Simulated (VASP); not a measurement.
# K3Cd2Os (Cm) in VASP: single point with PBE

Aim: the single point of K3Cd2Os with PBE.

All numbers are computed with VASP 6.6.1; they aren't measurements. Logs are shortened: lines on timing, memory, paths and dates and some standing lists are left out, and cuts for length are marked.

### Step 1. The cell of the first run

It takes space group Cm (No. 8, monoclinic). Conventional cell: a = 7.089 Å, b = 7.192 Å, c = 10.774 Å, α = 90.00°, β = 107.53°, γ = 90.00°. Within 4.4 Å of K (site symmetry m) lie 1 Os at 3.36 Å and 4 Cd at 3.57 to 3.61 Å. K (site symmetry m) has 1 Os at 3.50 Å and 4 K at 4.03 to 4.11 Å within 4.6 Å. K (site symmetry m) has 4 Cd at 3.42 to 3.43 Å and 4 Os at 3.80 to 3.90 Å and 4 K at 4.03 to 4.11 Å within 4.5 Å. Cd (site symmetry 1) has 2 Os at 2.65 Å and 4 K at 3.42 to 3.61 Å and 4 Cd at 3.54 to 3.65 Å within 3.7 Å. Os (site symmetry m) has 4 Cd at 2.65 Å and 2 K at 3.36 to 3.50 Å within 3.5 Å.

### Step 2. Single point, PBE

Input file INCAR:

```
  ALGO = Fast
  EDIFF = 1E-6
  ENCUT = 520
  GGA = PE
  ISIF = 2
  ISMEAR = 0
  LASPH = True
  LCHARG = False
  LREAL = False
  LWAVE = False
  NBANDS = 38
  NELM = 100
  PREC = Accurate
  SIGMA = 0.1
```

Input file KPOINTS:

```
k-points
0
Gamma
  4 4 2
```

Input file POSCAR:

```
K3Cd2Os
1.0
    3.5442987046     -3.5958386683      0.0000000000
    3.5442987046      3.5958386683      0.0000000000
   -3.2453984266      0.0000000000     10.2738317751
K Cd Os
3 2 1
Direct
    0.3413737927      0.3413737927      0.6639921818
    0.6653702649      0.6653702649      0.3317656732
    0.0710800915      0.0710800915      0.1380243987
    0.4669674718      0.9596578985      0.9124048216
    0.9596578985      0.4669674718      0.9124048216
    0.4962814794      0.4962814794      0.9914277195
```

Potentials or basis: VASP PAW PBE potentials, release 64 (K_sv, Cd, Os).

Launch:

```console
> cat potpaw_PBE.64/K_sv/POTCAR potpaw_PBE.64/Cd/POTCAR potpaw_PBE.64/Os/POTCAR > POTCAR
> mpirun -np 1 vasp_std > vasp.out
```

OUTCAR:

```text
EDIFF = 1E-6
   ENCUT = 520
   GGA = PE
   ISIF = 2
   ISMEAR = 0
   LASPH = True
   LREAL = False
   NELM = 100
   PREC = Accurate

 ion  position               nearest neighbor table
   1  0.341  0.341  0.664-   6 3.36   5 3.57   4 3.57   4 3.61   5 3.61
   2  0.665  0.665  0.332-   6 3.50
   3  0.071  0.071  0.138-   4 3.42   5 3.42   5 3.43   4 3.43
   4  0.467  0.960  0.912-   6 2.65   6 2.65   3 3.42   3 3.43   5 3.54   5 3.54   5 3.54   1 3.57
                             1 3.61   5 3.65
   5  0.960  0.467  0.912-   6 2.65   6 2.65   3 3.42   3 3.43   4 3.54   4 3.54   4 3.54   1 3.57
                             1 3.61   4 3.65
   6  0.496  0.496  0.991-   4 2.65   5 2.65   4 2.65   5 2.65   1 3.36   2 3.50

  LATTYP: Found a base centered monoclinic cell.
 ALAT       =     7.0885974092
 B/A-ratio  =     1.0145416535
 C/A-ratio  =     1.5199394994
 COS(beta)  =    -0.3012183382

  Lattice vectors:

 A1 = (   3.5442987046,  -3.5958386683,   0.0000000000)
 A2 = (   3.5442987046,   3.5958386683,   0.0000000000)
 A3 = (  -3.2453984266,   0.0000000000,  10.2738317751)

Analysis of symmetry for initial positions (statically):
=====================================================================
 Subroutine PRICEL returns:
 Original cell was already a primitive cell.

 Routine SETGRP: Setting up the symmetry group for a
 base centered monoclinic supercell.

 Subroutine GETGRP returns: Found  2 space group operations
 (whereof  2 operations were pure point group operations)
 out of a pool of  4 trial point group operations.

The static configuration has the point symmetry C_1h.

Analysis of symmetry for dynamics (positions and initial velocities):
=====================================================================
 Subroutine PRICEL returns:
 Original cell was already a primitive cell.

 Routine SETGRP: Setting up the symmetry group for a
 base centered monoclinic supercell.

 Subroutine GETGRP returns: Found  2 space group operations
 (whereof  2 operations were pure point group operations)
 out of a pool of  4 trial point group operations.

The dynamic configuration has the point symmetry C_1h.

 Subroutine INISYM returns: Found  2 space group operations
 (whereof  2 operations are pure point group operations),
 and found     1 'primitive' translations

----------------------------------------------------------------------------------------

                                     Primitive cell

  volume of cell :     261.8743

  direct lattice vectors                    reciprocal lattice vectors
     3.544298705 -3.595838668  0.000000000     0.141071631 -0.139049620  0.044563086
     3.544298705  3.595838668  0.000000000     0.141071631  0.139049620  0.044563086
    -3.245398427  0.000000000 10.273831775     0.000000000  0.000000000  0.097334668

  length of vectors
     5.048971087  5.048971087 10.774239198     0.203031698  0.203031698  0.097334668

  position of ions in fractional coordinates (direct lattice)
     0.341373793  0.341373793  0.663992182
     0.665370265  0.665370265  0.331765673
     0.071080092  0.071080092  0.138024399
     0.466967472  0.959657898  0.912404822
     0.959657898  0.466967472  0.912404822
     0.496281479  0.496281479  0.991427720

  ion indices of the primitive-cell ions
   primitive index   ion index
                 1           1
                 2           2
                 3           3
                 4           4
                 5           5
                 6           6

----------------------------------------------------------------------------------------

 KPOINTS: k-points

Automatic generation of k-mesh.
 Grid dimensions read from file:
 generate k-points for:    4    4    2

 Generating k-lattice:

  Cartesian coordinates                     Fractional coordinates (reciprocal lattice)
     0.035267908 -0.034762405  0.011140772     0.250000000  0.000000000  0.000000000
     0.035267908  0.034762405  0.011140772     0.000000000  0.250000000  0.000000000
     0.000000000  0.000000000  0.048667334     0.000000000  0.000000000  0.500000000

  Length of vectors
     0.050757925  0.050757925  0.048667334

  Shift w.r.t. Gamma in fractional coordinates (k-lattice)
     0.000000000  0.000000000  0.000000000

 Subroutine IBZKPT returns following result:
 ===========================================

 Found     14 irreducible k-points:

 Following reciprocal coordinates:
            Coordinates               Weight
  0.000000  0.000000  0.000000      1.000000
  0.250000 -0.000000  0.000000      4.000000
  0.500000 -0.000000  0.000000      2.000000
  0.250000  0.250000  0.000000      2.000000
  0.500000  0.250000 -0.000000      4.000000
 -0.250000  0.250000  0.000000      2.000000
  0.500000  0.500000  0.000000      1.000000
  0.000000  0.000000  0.500000      1.000000
  0.250000 -0.000000  0.500000      4.000000
  0.500000 -0.000000  0.500000      2.000000
  0.250000  0.250000  0.500000      2.000000
  0.500000  0.250000  0.500000      4.000000
 -0.250000  0.250000  0.500000      2.000000
  0.500000  0.500000  0.500000      1.000000
   k-points           NKPTS =     14   k-points in BZ     NKDIM =     14   number of bands    NBANDS=     38
   number of dos      NEDOS =    301   number of ions     NIONS =      6
   total plane-waves  NPLWV = 128000
   dimension x,y,z NGX =    40 NGY =   40 NGZ =   80
   dimension x,y,z NGXF=    80 NGYF=   80 NGZF=  160
   ions per type =               3   2   1
   NGX,Y,Z   is equivalent  to a cutoff of  13.17, 13.17, 12.34 a.u.
   NGXF,Y,Z  is equivalent  to a cutoff of  26.34, 26.34, 24.69 a.u.
 SYSTEM =  unknown system
   PREC   = accura    normal or accurate (medium, high low for compatibility)
   ISTART =      0    job   : 0-new  1-cont  2-samecut
   ICHARG =      2    charge: 1-file 2-atom 10-const
   ISPIN  =      1    spin polarized calculation?
   LNONCOLLINEAR =      F non collinear calculations
   LSORBIT =      F    spin-orbit coupling
   LASPH  =      T    aspherical Exc in radial PAW
   ENCUT  =  520.0 eV  38.22 Ry    6.18 a.u.   9.39  9.39 20.03*2*pi/ulx,y,z
   NELM   =    100;   NELMIN=  2; NELMDL= -5     # of ELM steps
   EDIFF  = 0.1E-05   stopping-criterion for ELM
   LREAL  =      F    real-space projection
   EDIFFG = 0.1E-04   stopping-criterion for IOM
   NSW    =      0    number of steps for IOM
   IBRION =     -1    ionic relax: 0-MD 1-quasi-New 2-CG
   NFREE  =      0    steps in history (QN), initial steepest desc. (CG)
   ISIF   =      2    stress and relaxation
   ISYM   =      2    0-nonsym 1-usesym 2-fastsym
   POTIM  = 0.5000    time-step for ionic-motion
   TEBEG  =    0.0;   TEEND  =   0.0 temperature during run
   PSTRESS=    0.0 pullay stress
   NELECT =      59.0000    total number of electrons
   NUPDOWN=      -1.0000    fix difference up-down
   EMIN   =  10.00;   EMAX   =-10.00  energy-range for DOS
   EFERMI =   0.00;   METHOD = LEGACY
   ISMEAR =     0;   SIGMA  =   0.10  broadening in eV -4-tet -1-fermi 0-gaus
   EFERMI_NEDOS =   21; number of points for ismear=-14 and -15
   IALGO  =     68    algorithm
   IMIX   =      4    mixing-type and parameters
     AMIX     =   0.40;   BMIX     =  1.00
     AMIX_MAG =   1.60;   BMIX_MAG =  1.00
  volume/ion in A,a.u.               =      43.65       294.54
  Fermi-wavevector in a.u.,A,eV,Ry     =   0.996157  1.882464 13.501456  0.992329
  Thomas-Fermi vector in A             =   2.128226
   LORBIT       =      0    0 simple, 1 ext, 2 COOP (PROOUT), +10 PAW based schemes
   GGA     = PE    functional components
   LHFCALC =     F    Hartree Fock is set to
   AEXX    =    0.0000 exact exchange contribution
   IVDW    =     0    specifies the selected vdW correction
   LEPSILON=     F    determine dielectric tensor
   LRPA    =     F    only Hartree local field effects (RPA)
 non-spin polarized calculation
 RMM-DIIS sequential band-by-band and
 Gauss-broadening in eV      SIGMA  =   0.10
  energy-cutoff  :      520.00
  volume of cell :      261.87
 maximum number of plane-waves:      7080
 NGX is ok and might be reduce to    40
   NGX = 19   NGY = 19   NGZ = 41

 number of electron      58.9999995 magnetization

 Free energy of the ion-electron system (eV)
  ---------------------------------------------------
  ext. energy  EPLUGINS =         0.00000000
  ---------------------------------------------------
  free energy    TOTEN  =       -12.93221234 eV

  energy without entropy =      -12.91501942  energy(sigma->0) =      -12.92361588

 E-fermi :   0.5948     XC(G=0):  -7.1193

 val. band max:        0.5819642344   @ k =   0.2500  -0.0000   0.5000
 cond. band min:       0.6834658112   @ k =   0.2500   0.2500   0.0000
 fundamental gap:      0.1015015769
 Fermi energy:         0.5947663545

 k-point     1 :       0.0000    0.0000    0.0000
  band No.  band energies     occupation
      1     -31.4030      2.00000
      2     -30.9399      2.00000
      3     -30.5988      2.00000
      4     -14.9233      2.00000
      5     -14.9186      2.00000
      6     -14.8386      2.00000
[... 30 lines left out ...]
     37       4.7093      0.00000
     38       5.1570      0.00000

 k-point     2 :       0.2500   -0.0000    0.0000
  band No.  band energies     occupation
      1     -31.4027      2.00000
      2     -30.9397      2.00000
      3     -30.5986      2.00000
      4     -14.9305      2.00000
      5     -14.9187      2.00000
      6     -14.8389      2.00000
[... 30 lines left out ...]
     37       3.8699      0.00000
     38       4.5079      0.00000

 k-point     3 :       0.5000   -0.0000    0.0000
  band No.  band energies     occupation
      1     -31.4024      2.00000
      2     -30.9394      2.00000
      3     -30.5984      2.00000
      4     -14.9393      2.00000
      5     -14.9172      2.00000
      6     -14.8392      2.00000
[... 30 lines left out ...]
     37       4.0135      0.00000
[... 371 lines left out ...]
 k-point    13 :      -0.2500    0.2500    0.5000
  band No.  band energies     occupation
      1     -31.4025      2.00000
      2     -30.9394      2.00000
      3     -30.5984      2.00000
      4     -14.9319      2.00000
      5     -14.9263      2.00000
      6     -14.8377      2.00000
[... 30 lines left out ...]
     37       3.2339      0.00000
     38       4.1872      0.00000

 k-point    14 :       0.5000    0.5000    0.5000
  band No.  band energies     occupation
      1     -31.4020      2.00000
      2     -30.9390      2.00000
      3     -30.5979      2.00000
      4     -14.9406      2.00000
      5     -14.9366      2.00000
      6     -14.8346      2.00000
[... 30 lines left out ...]
     37       3.0133      0.00000
     38       3.0378      0.00000

------------------------ aborting loop because EDIFF is reached ----------------------------------------

  FORCE on cell =-STRESS in cart. coord.  units (eV):
  Direction    XX          YY          ZZ          XY          YZ          ZX
  --------------------------------------------------------------------------------------
  -------------------------------------------------------------------------------------
  Total        0.3097188      0.2397023      0.1822283      0.0000000      0.0000000     -0.0798079
  in kB        1.8948952      1.4665264      1.1148940      0.0000000      0.0000000     -0.4882739
  external PRESSURE =       1.4921052 kB  Pullay stress =       0.0000000 kB

 VOLUME and BASIS-vectors are now :
 -----------------------------------------------------------------------------
  energy-cutoff  :      520.00
  volume of cell :      261.87
      direct lattice vectors                 reciprocal lattice vectors
     3.544298705 -3.595838668  0.000000000     0.141071631 -0.139049620  0.044563086
     3.544298705  3.595838668  0.000000000     0.141071631  0.139049620  0.044563086
    -3.245398427  0.000000000 10.273831775     0.000000000  0.000000000  0.097334668

 POSITION                                       TOTAL-FORCE (eV/Angst)
 -----------------------------------------------------------------------------------
      0.26494      0.00000      6.82174        -0.004082      0.000000     -0.004702
      3.63983      0.00000      3.40850         0.001004      0.000000     -0.000429
      0.05591      0.00000      1.41804         0.007105      0.000000      0.008195
      2.09527      1.77164      9.37389         0.012050      0.024771     -0.037175
      2.09527     -1.77164      9.37389         0.012050     -0.024771     -0.037175
      0.30036      0.00000     10.18576        -0.028126      0.000000      0.071286
 -----------------------------------------------------------------------------------
    total drift:                               -0.000007      0.000000     -0.001813

  FREE ENERGIE OF THE ION-ELECTRON SYSTEM (eV)
  ---------------------------------------------------
  free  energy   TOTEN  =       -12.9322123398 eV

  energy  without entropy=      -12.9150194250  energy(sigma->0) =      -12.92361588
```

It took 2.8 min on 1 thread of AMD EPYC 9R45 (Zen 5), shared host; peak memory 0.41 GiB.

Results:

```yaml
Free_energy: -12.9322 eV
Pressure: 0.1 GPa
Largest_force: 0.077 eV/Å
Band_gap_on_the_k_mesh: zero (an odd number of electrons rules out a gap without spin polarisation)
```

Forces on the atoms (eV/Å):
```
K   -0.004  0.000 -0.005
K    0.001  0.000  0.000
K    0.007  0.000  0.008
Cd   0.012  0.025 -0.037
Cd   0.012 -0.025 -0.037
Os  -0.028  0.000  0.071
```

Levels at points of the mesh, in eV from the Fermi level:
| k point | band 26 | band 27 | band 28 | band 29 | band 30 | band 31 | band 32 | band 33 | band 34 | band 35 |
| --- | --- | --- | --- | --- | --- | --- | --- | --- | --- | --- |
| (0.00, 0.00, 0.00) | -1.45 | -1.04 | -1.02 | -0.59 | -0.40 | 1.22 | 1.26 | 1.73 | 1.81 | 2.52 |
| (0.50, 0.00, 0.00) | -1.01 | -0.89 | -0.84 | -0.64 | -0.36 | 0.22 | 0.67 | 1.47 | 2.19 | 2.61 |
| (0.50, 0.50, 0.00) | -1.94 | -0.89 | -0.67 | -0.64 | -0.44 | 1.01 | 1.09 | 1.28 | 1.33 | 1.66 |
| (0.00, 0.00, 0.50) | -1.05 | -1.04 | -1.02 | -0.40 | -0.08 | 0.78 | 1.22 | 1.27 | 1.88 | 2.34 |
| (0.50, 0.00, 0.50) | -1.01 | -0.89 | -0.84 | -0.63 | -0.42 | 0.21 | 0.78 | 1.49 | 2.19 | 2.54 |
| (0.50, 0.50, 0.50) | -1.94 | -0.89 | -0.67 | -0.64 | -0.44 | 0.99 | 1.07 | 1.25 | 1.35 | 1.71 |

Caveat: spin-orbit coupling is left out, which moves the levels of the heavy elements.

The gap in the log of VASP goes by the Fermi energy; the results here count the filled bands.